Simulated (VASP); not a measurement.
# KBr (Fm-3m) in VASP: settings compared

Aim: see how the results for KBr move with the level of theory and the settings. Levels: revPBE+D3(BJ), RPBE+D4, revPBE+D4. Tasks: single point.

Everything below comes from runs of VASP 6.6.1. Logs are shortened: lines on timing, memory, paths and dates and some standing lists are left out, and cuts for length are marked.

**1. The cell of the first run**

The structure is cubic, space group Fm-3m (No. 225). Conventional cell: a = 6.614 Å, b = 6.614 Å, c = 6.614 Å, α = 90.00°, β = 90.00°, γ = 90.00°. Within 4.3 Å of Br (site symmetry m-3m) lie 6 K at 3.31 Å. Within 4.3 Å of K (site symmetry m-3m) lie 6 Br at 3.31 Å.

**2. Single point, revPBE+D3(BJ)**

The input, INCAR:

```
  PREC = Accurate
  ENCUT = 520
  EDIFF = 1E-7
  ISMEAR = -1
  SIGMA = 0.05
  LREAL = F
  LASPH = T
  NELM = 80
  ALGO = Normal
  ISIF = 2
  LWAVE = F
  LCHARG = F
  GGA = RE
  IVDW = 12
  NBANDS = 15
```

The input, KPOINTS:

```
regular mesh
0
Gamma
  7 7 7
```

The input, POSCAR:

```
KBr
1.0
    0.0000000000      3.3069128548      3.3069128548
    3.3069128548      0.0000000000      3.3069128548
    3.3069128548      3.3069128548      0.0000000000
Br K
1 1
Direct
    0.5000000000      0.5000000000      0.5000000000
    0.0000000000      0.0000000000      0.0000000000
```

Potentials or basis: VASP PAW PBE potentials, release 64 (Br, K_sv).

The run is started by

```bash
> cat potpaw_PBE.64/Br/POTCAR potpaw_PBE.64/K_sv/POTCAR > POTCAR
> mpirun -np 1 vasp_std > vasp.out
```

OUTCAR:

```text
PREC = Accurate
   ENCUT = 520
   EDIFF = 1E-7
   ISMEAR = -1
   LREAL = F
   LASPH = T
   NELM = 80
   ISIF = 2
   GGA = RE
   IVDW = 12
 IVDW          = 12

 ion  position               nearest neighbor table
   1  0.500  0.500  0.500-
   2  0.000  0.000  0.000-

  LATTYP: Found a face centered cubic cell.
 ALAT       =     6.6138257096

  Lattice vectors:

 A1 = (   0.0000000000,   3.3069128548,   3.3069128548)
 A2 = (   3.3069128548,   0.0000000000,   3.3069128548)
 A3 = (   3.3069128548,   3.3069128548,   0.0000000000)

Analysis of symmetry for initial positions (statically):
=====================================================================
 Subroutine PRICEL returns:
 Original cell was already a primitive cell.

 Routine SETGRP: Setting up the symmetry group for a
 face centered cubic supercell.

 Subroutine GETGRP returns: Found 48 space group operations
 (whereof 48 operations were pure point group operations)
 out of a pool of 48 trial point group operations.

The static configuration has the point symmetry O_h .

Analysis of symmetry for dynamics (positions and initial velocities):
=====================================================================
 Subroutine PRICEL returns:
 Original cell was already a primitive cell.

 Routine SETGRP: Setting up the symmetry group for a
 face centered cubic supercell.

 Subroutine GETGRP returns: Found 48 space group operations
 (whereof 48 operations were pure point group operations)
 out of a pool of 48 trial point group operations.

The dynamic configuration has the point symmetry O_h .

 Subroutine INISYM returns: Found 48 space group operations
 (whereof 48 operations are pure point group operations),
 and found     1 'primitive' translations

----------------------------------------------------------------------------------------

                                     Primitive cell

  volume of cell :      72.3266

  direct lattice vectors                    reciprocal lattice vectors
     0.000000000  3.306912855  3.306912855    -0.151198420  0.151198420  0.151198420
     3.306912855  0.000000000  3.306912855     0.151198420 -0.151198420  0.151198420
     3.306912855  3.306912855  0.000000000     0.151198420  0.151198420 -0.151198420

  length of vectors
     4.676681009  4.676681009  4.676681009     0.261883346  0.261883346  0.261883346

  position of ions in fractional coordinates (direct lattice)
     0.500000000  0.500000000  0.500000000
     0.000000000  0.000000000  0.000000000

  ion indices of the primitive-cell ions
   primitive index   ion index
                 1           1
                 2           2

----------------------------------------------------------------------------------------

 KPOINTS: regular mesh

Automatic generation of k-mesh.
 Grid dimensions read from file:
 generate k-points for:    7    7    7

 Generating k-lattice:

  Cartesian coordinates                     Fractional coordinates (reciprocal lattice)
    -0.021599774  0.021599774  0.021599774     0.142857143  0.000000000  0.000000000
     0.021599774 -0.021599774  0.021599774     0.000000000  0.142857143  0.000000000
     0.021599774  0.021599774 -0.021599774     0.000000000  0.000000000  0.142857143

  Length of vectors
     0.037411907  0.037411907  0.037411907

  Shift w.r.t. Gamma in fractional coordinates (k-lattice)
     0.000000000  0.000000000  0.000000000

 Subroutine IBZKPT returns following result:
 ===========================================

 Found     20 irreducible k-points:

 Following reciprocal coordinates:
            Coordinates               Weight
  0.000000  0.000000  0.000000      1.000000
  0.142857  0.000000  0.000000      8.000000
  0.285714  0.000000  0.000000      8.000000
  0.428571  0.000000  0.000000      8.000000
  0.142857  0.142857  0.000000      6.000000
  0.285714  0.142857  0.000000     24.000000
[... 12 lines left out ...]
 -0.428571  0.428571  0.142857     24.000000
 -0.285714  0.428571  0.142857     24.000000
   k-points           NKPTS =     20   k-points in BZ     NKDIM =     20   number of bands    NBANDS=     15
   number of dos      NEDOS =    301   number of ions     NIONS =      2
   total plane-waves  NPLWV =  46656
   dimension x,y,z NGX =    36 NGY =   36 NGZ =   36
   dimension x,y,z NGXF=    72 NGYF=   72 NGZF=   72
   ions per type =               1   1
   NGX,Y,Z   is equivalent  to a cutoff of  12.80, 12.80, 12.80 a.u.
   NGXF,Y,Z  is equivalent  to a cutoff of  25.59, 25.59, 25.59 a.u.
 SYSTEM =  unknown system
   PREC   = accura    normal or accurate (medium, high low for compatibility)
   ISTART =      0    job   : 0-new  1-cont  2-samecut
   ICHARG =      2    charge: 1-file 2-atom 10-const
   ISPIN  =      1    spin polarized calculation?
   LNONCOLLINEAR =      F non collinear calculations
   LSORBIT =      F    spin-orbit coupling
   LASPH  =      T    aspherical Exc in radial PAW
   ENCUT  =  520.0 eV  38.22 Ry    6.18 a.u.   8.70  8.70  8.70*2*pi/ulx,y,z
   NELM   =     80;   NELMIN=  2; NELMDL= -5     # of ELM steps
   EDIFF  = 0.1E-06   stopping-criterion for ELM
   LREAL  =      F    real-space projection
   EDIFFG = 0.1E-05   stopping-criterion for IOM
   NSW    =      0    number of steps for IOM
   IBRION =     -1    ionic relax: 0-MD 1-quasi-New 2-CG
   NFREE  =      0    steps in history (QN), initial steepest desc. (CG)
   ISIF   =      2    stress and relaxation
   ISYM   =      2    0-nonsym 1-usesym 2-fastsym
   POTIM  = 0.5000    time-step for ionic-motion
   TEBEG  =    0.0;   TEEND  =   0.0 temperature during run
   PSTRESS=    0.0 pullay stress
   NELECT =      16.0000    total number of electrons
   NUPDOWN=      -1.0000    fix difference up-down
   EMIN   =  10.00;   EMAX   =-10.00  energy-range for DOS
   EFERMI =   0.00;   METHOD = LEGACY
   ISMEAR =    -1;   SIGMA  =   0.05  broadening in eV -4-tet -1-fermi 0-gaus
   EFERMI_NEDOS =   21; number of points for ismear=-14 and -15
   IALGO  =     38    algorithm
   IMIX   =      4    mixing-type and parameters
     AMIX     =   0.40;   BMIX     =  1.00
     AMIX_MAG =   1.60;   BMIX_MAG =  1.00
  volume/ion in A,a.u.               =      36.16       244.04
  Fermi-wavevector in a.u.,A,eV,Ry     =   0.990107  1.871031 13.337949  0.980312
  Thomas-Fermi vector in A             =   2.121754
   LORBIT       =      0    0 simple, 1 ext, 2 COOP (PROOUT), +10 PAW based schemes
   GGA     = RE    functional components
   LHFCALC =     F    Hartree Fock is set to
   AEXX    =    0.0000 exact exchange contribution
   IVDW    =    12    specifies the selected vdW correction
   LEPSILON=     F    determine dielectric tensor
   LRPA    =     F    only Hartree local field effects (RPA)
 non-spin polarized calculation
  energy-cutoff  :      520.00
  volume of cell :       72.33
 maximum number of plane-waves:      1968
   NGX = 17   NGY = 17   NGZ = 17

 number of electron      15.9999997 magnetization

 Free energy of the ion-electron system (eV)
  ---------------------------------------------------
  ext. energy  EPLUGINS =         0.00000000
  ---------------------------------------------------
  free energy    TOTEN  =        -5.87157726 eV

  energy without entropy =       -5.87157726  energy(sigma->0) =       -5.87157726

 E-fermi :  -0.5551     XC(G=0):  -7.0543

 val. band max:       -1.6578723812   @ k =   0.0000   0.0000   0.0000
 cond. band min:       3.0491787459   @ k =   0.0000   0.0000   0.0000
 fundamental gap:      4.7070511271
 Fermi energy:        -0.5550954561

 k-point     1 :       0.0000    0.0000    0.0000
  band No.  band energies     occupation
      1     -29.5422      2.00000
      2     -13.9053      2.00000
      3     -12.9842      2.00000
      4     -12.9842      2.00000
      5     -12.9842      2.00000
      6      -1.6579      2.00000
      7      -1.6579      2.00000
      8      -1.6579      2.00000
      9       3.0492      0.00000
     10       6.1082      0.00000
     11       6.1082      0.00000
     12       6.1082      0.00000
     13       6.8650      0.00000
     14       6.8650      0.00000
     15      10.2783      0.00000

 k-point     2 :       0.1429    0.0000    0.0000
  band No.  band energies     occupation
      1     -29.5413      2.00000
      2     -13.9482      2.00000
      3     -12.9852      2.00000
      4     -12.9852      2.00000
      5     -12.9284      2.00000
      6      -1.9206      2.00000
      7      -1.7216      2.00000
      8      -1.7216      2.00000
      9       3.5329      0.00000
     10       6.0075      0.00000
     11       6.3449      0.00000
     12       6.3449      0.00000
     13       7.1270      0.00000
     14       7.1270      0.00000
     15      10.9245      0.00000

 k-point     3 :       0.2857    0.0000    0.0000
  band No.  band energies     occupation
      1     -29.5391      2.00000
      2     -14.0309      2.00000
      3     -12.9873      2.00000
      4     -12.9873      2.00000
      5     -12.8161      2.00000
      6      -2.4061      2.00000
      7      -1.8579      2.00000
      8      -1.8579      2.00000
      9       4.5125      0.00000
     10       6.1012      0.00000
     11       6.9950      0.00000
     12       6.9950      0.00000
     13       7.8357      0.00000
     14       7.8357      0.00000
     15      10.3523      0.00000

 k-point     4 :       0.4286    0.0000    0.0000
  band No.  band energies     occupation
      1     -29.5373      2.00000
      2     -14.0878      2.00000
      3     -12.9890      2.00000
      4     -12.9890      2.00000
      5     -12.7350      2.00000
      6      -2.7311      2.00000
      7      -1.9609      2.00000
      8      -1.9609      2.00000
      9       5.1078      0.00000
     10       6.6550      0.00000
     11       7.9093      0.00000
     12       7.9093      0.00000
     13       8.5540      0.00000
     14       8.5540      0.00000
     15       9.5104      0.00000
[... 235 lines left out ...]
 k-point    18 :      -0.4286    0.2857    0.1429
  band No.  band energies     occupation
      1     -29.5363      2.00000
      2     -13.9928      2.00000
      3     -13.0214      2.00000
      4     -13.0052      2.00000
      5     -12.8281      2.00000
      6      -2.5145      2.00000
      7      -2.0995      2.00000
      8      -2.0031      2.00000
      9       5.5817      0.00000
     10       6.1197      0.00000
     11       7.2037      0.00000
     12       7.9475      0.00000
     13       8.4596      0.00000
     14       8.7807      0.00000
     15       9.4663      0.00000

 k-point    19 :      -0.4286    0.4286    0.1429
  band No.  band energies     occupation
      1     -29.5358      2.00000
      2     -13.9010      2.00000
      3     -13.0399      2.00000
      4     -13.0250      2.00000
      5     -12.9186      2.00000
      6      -2.3982      2.00000
      7      -2.0481      2.00000
      8      -2.0368      2.00000
      9       5.0204      0.00000
     10       6.1348      0.00000
     11       7.1485      0.00000
     12       8.0223      0.00000
     13       8.1940      0.00000
     14       9.0366      0.00000
     15       9.5532      0.00000

 k-point    20 :      -0.2857    0.4286    0.1429
  band No.  band energies     occupation
      1     -29.5356      2.00000
      2     -13.9294      2.00000
      3     -13.0457      2.00000
      4     -13.0237      2.00000
      5     -12.8754      2.00000
      6      -2.2982      2.00000
      7      -2.2532      2.00000
      8      -2.0572      2.00000
      9       5.6080      0.00000
     10       6.3341      0.00000
     11       6.8467      0.00000
     12       7.5149      0.00000
     13       8.8914      0.00000
     14       8.9224      0.00000
     15       9.7060      0.00000

------------------------ aborting loop because EDIFF is reached ----------------------------------------

 Edisp (eV)   -0.75047

 E8    (eV) :    -0.5376

  FORCE on cell =-STRESS in cart. coord.  units (eV):
  Direction    XX          YY          ZZ          XY          YZ          ZX
  --------------------------------------------------------------------------------------
  -------------------------------------------------------------------------------------
  Total       0.01465     0.01465     0.01465     0.00000     0.00000     0.00000
  in kB       0.32460     0.32460     0.32460     0.00000     0.00000     0.00000
  external pressure =        0.32 kB  Pullay stress =        0.00 kB

 VOLUME and BASIS-vectors are now :
 -----------------------------------------------------------------------------
  energy-cutoff  :      520.00
  volume of cell :       72.33
      direct lattice vectors                 reciprocal lattice vectors
     0.000000000  3.306912855  3.306912855    -0.151198420  0.151198420  0.151198420
     3.306912855  0.000000000  3.306912855     0.151198420 -0.151198420  0.151198420
     3.306912855  3.306912855  0.000000000     0.151198420  0.151198420 -0.151198420

 POSITION                                       TOTAL-FORCE (eV/Angst)
 -----------------------------------------------------------------------------------
      3.30691      3.30691      3.30691        -0.000000      0.000000     -0.000000
      0.00000      0.00000      0.00000         0.000000     -0.000000      0.000000
 -----------------------------------------------------------------------------------
    total drift:                                0.000000      0.000000      0.000000

  FREE ENERGIE OF THE ION-ELECTRON SYSTEM (eV)
  ---------------------------------------------------
  free  energy   TOTEN  =        -6.6220488990 eV

  energy  without entropy=       -6.6220488989  energy(sigma->0) =       -6.62204890
```

Run time: 57 s. Hardware: 1 thread of AMD EPYC, shared host; peak memory 0.19 GiB.

Results:

```
Free energy                : -6.6220 eV
Pressure                   : 0.0 GPa
Band gap on the k mesh     : 4.71 eV, direct
Dispersion energy per atom : -0.375 eV
```

Caveat: the PAW data sets were made with another functional, which shifts forces and pressure a little. A k mesh can miss the band edges.

(Part 1 of 2 ends here.)
